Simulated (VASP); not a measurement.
# In2GeO2 (P3m1) in VASP: further runs

In2GeO2 is run at these levels: PBE; tasks: single point.

Program: VASP 6.6.1. These are calculated values, not measurements. Logs are shortened: lines on timing, memory, paths and dates and some standing lists are left out, and cuts for length are marked.

### 1 The cell of the first run

It takes space group P3m1 (No. 156, trigonal). Conventional cell: a = 4.271 Å, b = 4.271 Å, c = 5.364 Å, α = 90.00°, β = 90.00°, γ = 120.00°. Within 3.3 Å of In (site symmetry 3m) lie 5 O at 2.51 to 2.73 Å and 3 Ge at 2.80 Å and 3 In at 2.84 Å. Within 3.5 Å of In (site symmetry 3m) lie 2 Ge at 2.62 to 2.74 Å and 6 O at 2.65 to 2.79 Å and 3 In at 2.84 Å. Within 3.5 Å of Ge (site symmetry 3m) lie 5 In at 2.62 to 2.80 Å and 6 O at 2.79 to 3.04 Å. Within 3.5 Å of O (site symmetry 3m) lie 5 In at 2.64 to 2.79 Å and 3 Ge at 2.79 Å and 3 O at 3.35 Å. Within 3.4 Å of O (site symmetry 3m) lie 6 In at 2.51 to 2.65 Å and 3 Ge at 3.04 Å and 3 O at 3.35 Å.

The cell was generated, and may not be a known phase.

### 2 Single point, PBE

Contents of INCAR:

```
ALGO     = Normal         # electronic algorithm
EDIFF    = 1E-6           # SCF threshold, eV
ENCUT    = 520            # plane-wave cutoff, eV
GGA      = PE             # functional
ISIF     = 2              # what is computed and relaxed
ISMEAR   = 0              # smearing method
LASPH    = T              # aspherical terms in the spheres
LCHARG   = F              # write CHGCAR
LREAL    = F              # projectors in reciprocal space
LWAVE    = F              # write WAVECAR
NBANDS   = 34             # bands
NELM     = 100            # most SCF steps
PREC     = Accurate       # precision mode
SIGMA    = 0.1            # smearing width, eV
```

Contents of KPOINTS:

```
k-points
0
Gamma
  6 6 4
```

Contents of POSCAR:

```
In2GeO2
1.0
    4.2706938100      0.0000000000      0.0000000000
   -2.1353469000      3.6985293300      0.0000000000
    0.0000000000      0.0000000000      5.3638504600
In Ge O
2 1 2
Direct
    0.6666666700      0.3333333300      0.7723159800
    0.3333333300      0.6666666700      0.5077940200
    0.3333333300      0.6666666700      0.0185880000
    0.6666666700      0.3333333300      0.2638450000
    0.0000000000      0.0000000000      0.6874570300
```

Potentials or basis: VASP PAW PBE potentials, release 64 (In_d, Ge_d, O).

On the command line:

```bash
$ cat potpaw_PBE.64/In_d/POTCAR potpaw_PBE.64/Ge_d/POTCAR potpaw_PBE.64/O/POTCAR > POTCAR
$ mpirun -np 1 vasp_std > vasp.out
```

OUTCAR:

```text
EDIFF = 1E-6
   ENCUT = 520
   GGA = PE
   ISIF = 2
   ISMEAR = 0
   LASPH = T
   LREAL = F
   NELM = 100
   PREC = Accurate

 ion  position               nearest neighbor table
   1  0.667  0.333  0.772-   5 2.51   5 2.51   5 2.51   4 2.64   4 2.73   3 2.80   3 2.80   3 2.80
                             2 2.84   2 2.84   2 2.84
   2  0.333  0.667  0.508-   3 2.62   5 2.65   5 2.65   5 2.65   3 2.74   4 2.79   4 2.79   4 2.79
                             1 2.84   1 2.84   1 2.84
   3  0.333  0.667  0.019-   2 2.62   2 2.74   1 2.80   1 2.80   1 2.80
   4  0.667  0.333  0.264-   1 2.64   1 2.73   2 2.79   2 2.79   2 2.79
   5  0.000  0.000  0.687-   1 2.51   1 2.51   1 2.51   2 2.65   2 2.65   2 2.65

  LATTYP: Found a hexagonal cell.
 ALAT       =     4.2706938100
 C/A-ratio  =     1.2559669924

  Lattice vectors:

 A1 = (   4.2706938100,   0.0000000000,   0.0000000000)
 A2 = (  -2.1353469000,   3.6985293300,   0.0000000000)
 A3 = (   0.0000000000,   0.0000000000,   5.3638504600)

Analysis of symmetry for initial positions (statically):
=====================================================================
 Subroutine PRICEL returns:
 Original cell was already a primitive cell.

 Routine SETGRP: Setting up the symmetry group for a
 hexagonal supercell.

 Subroutine GETGRP returns: Found  6 space group operations
 (whereof  6 operations were pure point group operations)
 out of a pool of 24 trial point group operations.

The static configuration has the point symmetry C_3v.

Analysis of symmetry for dynamics (positions and initial velocities):
=====================================================================
 Subroutine PRICEL returns:
 Original cell was already a primitive cell.

 Routine SETGRP: Setting up the symmetry group for a
 hexagonal supercell.

 Subroutine GETGRP returns: Found  6 space group operations
 (whereof  6 operations were pure point group operations)
 out of a pool of 24 trial point group operations.

The dynamic configuration has the point symmetry C_3v.

 Subroutine INISYM returns: Found  6 space group operations
 (whereof  6 operations are pure point group operations),
 and found     1 'primitive' translations

----------------------------------------------------------------------------------------

                                     Primitive cell

  volume of cell :      84.7236

  direct lattice vectors                    reciprocal lattice vectors
[... 92 lines left out ...]
   EDIFF  = 0.1E-05   stopping-criterion for ELM
   LREAL  =      F    real-space projection
   EDIFFG = 0.1E-04   stopping-criterion for IOM
   NSW    =      0    number of steps for IOM
   IBRION =     -1    ionic relax: 0-MD 1-quasi-New 2-CG
   NFREE  =      0    steps in history (QN), initial steepest desc. (CG)
   ISIF   =      2    stress and relaxation
   ISYM   =      2    0-nonsym 1-usesym 2-fastsym
   POTIM  = 0.5000    time-step for ionic-motion
   TEBEG  =    0.0;   TEEND  =   0.0 temperature during run
   PSTRESS=    0.0 pullay stress
   NELECT =      52.0000    total number of electrons
   NUPDOWN=      -1.0000    fix difference up-down
   EMIN   =  10.00;   EMAX   =-10.00  energy-range for DOS
   EFERMI =   0.00;   METHOD = LEGACY
   ISMEAR =     0;   SIGMA  =   0.10  broadening in eV -4-tet -1-fermi 0-gaus
   EFERMI_NEDOS =   21; number of points for ismear=-14 and -15
   IALGO  =     38    algorithm
   IMIX   =      4    mixing-type and parameters
     AMIX     =   0.40;   BMIX     =  1.00
     AMIX_MAG =   1.60;   BMIX_MAG =  1.00
  volume/ion in A,a.u.               =      16.94       114.35
  Fermi-wavevector in a.u.,A,eV,Ry     =   1.391259  2.629098 26.335447  1.935601
  Thomas-Fermi vector in A             =   2.515115
   LORBIT       =      0    0 simple, 1 ext, 2 COOP (PROOUT), +10 PAW based schemes
   GGA     = PE    functional components
   LHFCALC =     F    Hartree Fock is set to
   AEXX    =    0.0000 exact exchange contribution
   IVDW    =     0    specifies the selected vdW correction
   LEPSILON=     F    determine dielectric tensor
   LRPA    =     F    only Hartree local field effects (RPA)
 non-spin polarized calculation
 Gauss-broadening in eV      SIGMA  =   0.10
  energy-cutoff  :      520.00
  volume of cell :       84.72
 maximum number of plane-waves:      2304
   NGX = 15   NGY = 15   NGZ = 19

 number of electron      51.9999999 magnetization

 Free energy of the ion-electron system (eV)
  ---------------------------------------------------
  ext. energy  EPLUGINS =         0.00000000
  ---------------------------------------------------
  free energy    TOTEN  =       -19.41638744 eV

  energy without entropy =      -19.39899162  energy(sigma->0) =      -19.40768953

 E-fermi :   6.2871     XC(G=0): -10.6018

 val. band max:        6.2844018585   @ k =   0.3333   0.3333   0.0000
 cond. band min:       6.3285339871   @ k =   0.3333   0.0000   0.5000
 fundamental gap:      0.0441321286
 Fermi energy:         6.2870608663

 k-point     1 :       0.0000    0.0000    0.0000
  band No.  band energies     occupation
      1     -18.8394      2.00000
      2     -18.8394      2.00000
      3     -18.7721      2.00000
      4     -18.7702      2.00000
      5     -18.7702      2.00000
      6     -11.3525      2.00000
[... 877 lines left out ...]
     33      14.2309      0.00000
     34      14.7524      0.00000

------------------------ aborting loop because EDIFF is reached ----------------------------------------

  FORCE on cell =-STRESS in cart. coord.  units (eV):
  Direction    XX          YY          ZZ          XY          YZ          ZX
  --------------------------------------------------------------------------------------
  -------------------------------------------------------------------------------------
  Total        2.3266898      2.3266898      2.8558582      0.0000000      0.0000000     -0.0000000
  in kB       43.9992133     43.9992133     54.0061308      0.0000001      0.0000000     -0.0000000
  external PRESSURE =      47.3348525 kB  Pullay stress =       0.0000000 kB

 VOLUME and BASIS-vectors are now :
 -----------------------------------------------------------------------------
  energy-cutoff  :      520.00
  volume of cell :       84.72
      direct lattice vectors                 reciprocal lattice vectors
     4.270693810  0.000000000  0.000000000     0.234153991  0.135188869  0.000000000
    -2.135346900  3.698529330  0.000000000     0.000000000  0.270377740  0.000000000
     0.000000000  0.000000000  5.363850460     0.000000000  0.000000000  0.186433236

 POSITION                                       TOTAL-FORCE (eV/Angst)
 -----------------------------------------------------------------------------------
      2.13535      1.23284      4.14259        -0.000000     -0.000000      0.624471
     -0.00000      2.46569      2.72373        -0.000000     -0.000000     -2.130236
     -0.00000      2.46569      0.09970         0.000000      0.000000      1.582438
      2.13535      1.23284      1.41523         0.000000     -0.000000     -0.245806
      0.00000      0.00000      3.68742        -0.000000     -0.000000      0.169133
 -----------------------------------------------------------------------------------
    total drift:                               -0.000007      0.000004      0.000786

  FREE ENERGIE OF THE ION-ELECTRON SYSTEM (eV)
  ---------------------------------------------------
  free  energy   TOTEN  =       -19.4163874389 eV

  energy  without entropy=      -19.3989916238  energy(sigma->0) =      -19.40768953
```

It took 74 s on 1 thread of Oxide Virtual Turin-like, shared host; peak memory 0.19 GiB.

Results:

```yaml
Free_energy: -19.4164 eV
Pressure: 4.7 GPa
Largest_force: 2.130 eV/Å
Band_gap_on_the_k_mesh: zero (bands 26 and 27 overlap by 0.85 eV)
```

Forces on the atoms (eV/Å):
```
In   0.000  0.000  0.624
In   0.000  0.000 -2.130
Ge   0.000  0.000  1.582
O    0.000  0.000 -0.246
O    0.000  0.000  0.169
```

Caveat: the cell stands under pressure; spin-orbit coupling is left out, which moves the levels of the heavy elements; forces of over 1 eV/Å act on the atoms, so gaps and moduli don't describe the material at rest.

### 3 Single point, PBE

This run uses another cell than the first one, of 20.38 Å³/atom.

Contents of INCAR:

```
SYSTEM = In2GeO2
PREC = Accurate
ENCUT = 520
EDIFF = 1E-7
ISMEAR = 0
SIGMA = 0.1
LREAL = .FALSE.
LASPH = .TRUE.
NELM = 100
ALGO = Normal
ISIF = 2
LWAVE = .FALSE.
LCHARG = .FALSE.
GGA = PE
NBANDS = 34
```

Contents of KPOINTS:

```
regular mesh
0
G
  6 6 4
  0 0 0
```

Contents of POSCAR:

```
In2GeO2
1.0
    3.6015789087     -0.0000000024      0.0000000000
   -1.8007894522      3.1190588299      0.0000000000
    0.0000000000      0.0000000000      9.0693054968
In Ge O
2 1 2
Direct
    0.6666666667      0.3333333333      0.8863563434
    0.3333333333      0.6666666667      0.4795630860
    0.3333333333      0.6666666667      0.1714189605
    0.6666666667      0.3333333333      0.1590926819
    0.0000000000      0.0000000000      0.5535689582
```

Potentials or basis: VASP PAW PBE potentials, release 64 (In_d, Ge_d, O).

On the command line:

```bash
$ cat potpaw_PBE.64/In_d/POTCAR potpaw_PBE.64/Ge_d/POTCAR potpaw_PBE.64/O/POTCAR > POTCAR
$ mpirun -np 1 vasp_std > vasp.out
```

Run time: 2.1 min. Hardware: 1 thread of Oxide Virtual Turin-like, shared host; peak memory 0.23 GiB.

Results (log left out):

```
Free energy            : -22.9658 eV
Pressure               : 0.2 GPa
Largest force          : 0.041 eV/Å
Band gap on the k mesh : 0.27 eV (least direct gap 0.78 eV)
```

Forces on the atoms (eV/Å):
```
In   0.000  0.000 -0.009
In   0.000  0.000 -0.039
Ge   0.000  0.000  0.004
O    0.000  0.000  0.002
O    0.000  0.000  0.041
```

Stress tensor (GPa, compression positive):
```
0.23 0.00 0.00
0.00 0.23 0.00
0.00 0.00 0.14
```

Levels at points of the mesh, in eV from the valence-band top:
| k point | band 23 | band 24 | band 25 | band 26 | band 27 | band 28 | band 29 | band 30 |
| --- | --- | --- | --- | --- | --- | --- | --- | --- |
| (0.00, 0.00, 0.00) | -3.61 | -2.76 | -2.76 | -1.24 | 1.93 | 2.51 | 4.57 | 4.57 |
| (0.50, 0.00, 0.00) | -3.22 | -2.24 | -1.75 | -1.13 | 0.27 | 2.74 | 3.17 | 3.98 |
| (0.00, 0.00, 0.50) | -3.15 | -2.76 | -2.76 | -1.34 | 1.16 | 4.11 | 4.57 | 4.57 |
| (0.50, 0.00, 0.50) | -3.13 | -2.51 | -1.63 | -1.08 | 0.27 | 2.23 | 3.32 | 4.24 |

Caveat: semilocal functionals underestimate gaps, and a narrow one can read as zero; spin-orbit coupling is left out, which moves the levels of the heavy elements. A k mesh can miss the band edges.

### 4 Single point, PBE

This run uses another cell than the first one, of 20.48 Å³/atom.

Contents of INCAR:

```
PREC     = Accurate       # precision mode
ENCUT    = 520            # plane-wave cutoff, eV
EDIFF    = 1E-7           # SCF threshold, eV
ISMEAR   = 0              # smearing method
SIGMA    = 0.01           # smearing width, eV
LREAL    = F              # projectors in reciprocal space
LASPH    = T              # aspherical terms in the spheres
NELM     = 60             # most SCF steps
ALGO     = Normal         # electronic algorithm
ISIF     = 2              # what is computed and relaxed
LWAVE    = F              # write WAVECAR
LCHARG   = F              # write CHGCAR
GGA      = PE             # functional
NBANDS   = 34             # bands
```

Contents of KPOINTS:

```
Automatic mesh
0
Gamma
  12 12 4
```

Contents of POSCAR:

```
In2GeO2
1.0
    3.5962232135      0.0000000000      0.0000000000
   -1.7981116068      3.1144206606      0.0000000000
    0.0000000000      0.0000000000      9.1448013262
In Ge O
2 1 2
Direct
    0.6666666667      0.3333333333      0.8879255949
    0.3333333333      0.6666666667      0.4783789604
    0.3333333333      0.6666666667      0.1724843918
    0.6666666667      0.3333333333      0.1585541048
    0.0000000000      0.0000000000      0.5526569781
```

Potentials or basis: VASP PAW PBE potentials, release 64 (In_d, Ge_d, O).

On the command line:

```bash
$ cat potpaw_PBE.64/In_d/POTCAR potpaw_PBE.64/Ge_d/POTCAR potpaw_PBE.64/O/POTCAR > POTCAR
$ mpirun -np 1 vasp_std > vasp.out
```

OUTCAR:

```text
PREC = Accurate
   ENCUT = 520
   EDIFF = 1E-7
   ISMEAR = 0
   LREAL = F
   LASPH = T
   NELM = 60
   ISIF = 2
   GGA = PE

 ion  position               nearest neighbor table
   1  0.667  0.333  0.888-   4 2.47   3 3.33   3 3.33   3 3.33
   2  0.333  0.667  0.478-   5 2.18   5 2.18   5 2.18   3 2.80
   3  0.333  0.667  0.172-   4 2.08   4 2.08   4 2.08   2 2.80   1 3.33   1 3.33   1 3.33
   4  0.667  0.333  0.159-   3 2.08   3 2.08   3 2.08   1 2.47
   5  0.000  0.000  0.553-   2 2.18   2 2.18   2 2.18

[... 1092 lines left out ...]
  --------------------------------------------------------------------------------------
  -------------------------------------------------------------------------------------
  Total        0.1111059      0.1111059      0.0211630     -0.0000000      0.0000000     -0.0000000
  in kB        1.7379984      1.7379984      0.3310467     -0.0000000      0.0000000     -0.0000000
  external PRESSURE =       1.2690145 kB  Pullay stress =       0.0000000 kB

 VOLUME and BASIS-vectors are now :
 -----------------------------------------------------------------------------
  energy-cutoff  :      520.00
  volume of cell :      102.42
      direct lattice vectors                 reciprocal lattice vectors
     3.596223214  0.000000000  0.000000000     0.278069503  0.160543502  0.000000000
    -1.798111607  3.114420661  0.000000000     0.000000000  0.321087004  0.000000000
     0.000000000  0.000000000  9.144801326     0.000000000  0.000000000  0.109351747

 POSITION                                       TOTAL-FORCE (eV/Angst)
 -----------------------------------------------------------------------------------
      1.79811      1.03814      8.11990        -0.000000     -0.000000     -0.013903
     -0.00000      2.07628      4.37468        -0.000000     -0.000000     -0.021511
     -0.00000      2.07628      1.57734         0.000000     -0.000000      0.007467
      1.79811      1.03814      1.44995         0.000000     -0.000000      0.003992
      0.00000      0.00000      5.05394        -0.000000      0.000000      0.023955
 -----------------------------------------------------------------------------------
    total drift:                                0.000000      0.000001     -0.000928

  FREE ENERGIE OF THE ION-ELECTRON SYSTEM (eV)
  ---------------------------------------------------
  free  energy   TOTEN  =       -22.9737227263 eV

  energy  without entropy=      -22.9737227263  energy(sigma->0) =      -22.97372273
```

Wall time 6.8 min (1 thread of Oxide Virtual Turin-like, shared host); peak memory 0.34 GiB.

Results:

| Item | Value |
| --- | --- |
| Free energy | -22.9737 eV |
| Pressure | 0.1 GPa |
| Largest force | 0.024 eV/Å |
| Band gap on the k mesh | 0.21 eV (least direct gap 0.76 eV) |

Forces in eV/Å, atoms in the order of the input:
```
In   0.000  0.000 -0.014
In   0.000  0.000 -0.022
Ge   0.000  0.000  0.007
O    0.000  0.000  0.004
O    0.000  0.000  0.024
```

Stress tensor (GPa, compression positive):
```
0.17 0.00 0.00
0.00 0.17 0.00
0.00 0.00 0.03
```

Caveat: semilocal functionals underestimate gaps, and a narrow one can read as zero; spin-orbit coupling is left out, which moves the levels of the heavy elements.

### 5 The runs side by side

| cell | k mesh | smearing | gap on the mesh (eV) | pressure (GPa) | largest force (eV/Å) |
| --- | --- | --- | --- | --- | --- |
| a = 4.271, b = 4.271, c = 5.364 Å, angles 90.0, 90.0, 120.0°, 5 atoms, atomic positions A | 6 × 6 × 4 | gaussian 0.1 eV | none | 4.7 | 2.13 |
| a = 3.602, b = 3.602, c = 9.069 Å, angles 90.0, 90.0, 120.0°, 5 atoms, atomic positions B | 6 × 6 × 4 | gaussian 0.1 eV | 0.27 | 0.2 | 0.04 |
| a = 3.596, b = 3.596, c = 9.145 Å, angles 90.0, 90.0, 120.0°, 5 atoms, atomic positions C | 12 × 12 × 4 | gaussian 0.01 eV | 0.21 | 0.1 | 0.02 |

Alike in all rows: task single point; level PBE; potentials or basis VASP PAW PBE potentials, release 64 (In_d, Ge_d, O); no spin polarisation; cutoff (eV) 520.

Caveats: spin-orbit coupling is left out, which moves the levels of the heavy elements; semilocal functionals underestimate gaps, and a narrow one can read as zero (at least some runs); the cell stands under pressure (at least some runs); forces of over 1 eV/Å act on the atoms, so gaps and moduli don't describe the material at rest (at least some runs).

Absolute energies hang on the potentials; compare differences alone.

The gap in the log of VASP goes by the Fermi energy; the results here count the filled bands.